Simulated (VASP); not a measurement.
Ga3I2:

```
CELL_PARAMETERS angstrom
5.21419 0.00000 0.00000
-2.60709 4.51562 0.00000
0.00000 0.00000 6.29248
ATOMIC_POSITIONS crystal
Ga 0.50000 0.00000 0.50000
Ga 0.00000 0.50000 0.50000
Ga 0.50000 0.50000 0.50000
I 0.66667 0.33333 0.20808
I 0.66667 0.33333 0.79192
```

The cell was built from a structure type or drawn by symmetry, and may not be a known phase.

| Quantity | Value |
| --- | --- |
| Program | VASP 6.6.1 |
| Task | relaxation of cell and atoms |
| Functional | PBE |
| Potentials or basis | VASP PAW PBE potentials, release 64 (Ga_d, I) |
| Cutoff | 600 eV |
| k mesh | 6 × 6 × 4 |
| Occupations | gaussian, width 0.1 eV |
| Spin | no spin polarisation |

At the start: pressure 30.5 GPa; volume 29.63 Å³/atom.

Q: How do energy, volume and symmetry change on relaxing?

A: Over 15 steps the energy falls by 1655.8 meV/atom and the volume is 45.73 Å³/atom (+54.3 %); space group P-6m2 (No. 187, to 0.1 Å) before and after.

The path:
```tsv
step	energy change (eV)	largest force (eV/Å)	pressure (GPa)	volume (Å³)
1	0.0000	6.2884	30.50	148.16
2	-5.7753	3.2208	-0.71	297.00
3	-7.4046	1.9098	2.14	216.29
4	-7.3779	2.2117	1.24	226.36
5	-7.4011	2.0901	1.58	222.07
6	-7.9946	0.9608	-0.19	239.43
7	-8.1382	0.3935	-0.91	255.45
8	-8.1391	0.3850	-0.95	256.44
9	-8.2121	0.0972	-0.47	245.61
10	-8.2260	0.1890	0.03	237.42
11	-8.2642	0.1670	0.12	231.18
12	-8.2739	0.1346	0.28	224.31
13	-8.2751	0.1447	0.26	225.96
14	-8.2781	0.0589	-0.17	230.14
15	-8.2792	0.0283	-0.01	228.65
```

Final structure:
```
CELL_PARAMETERS angstrom
5.43817 0.00000 0.00000
-2.71909 4.70959 0.00000
0.00000 0.00000 8.92778
ATOMIC_POSITIONS crystal
Ga 0.49931 0.99863 0.50000
Ga 0.00137 0.50069 0.50000
Ga 0.49931 0.50069 0.50000
I 0.66667 0.33333 0.20090
I 0.66667 0.33333 0.79910
```

Caveat: the volume moved by over 15 % at a fixed basis, so the end points are rough; this functional lacks dispersion, which binds the layers, so the pressure and a relaxed spacing across them are unreliable; an odd number of electrons without spin polarisation forces a metal; a magnetic or distorted state may lie lower.
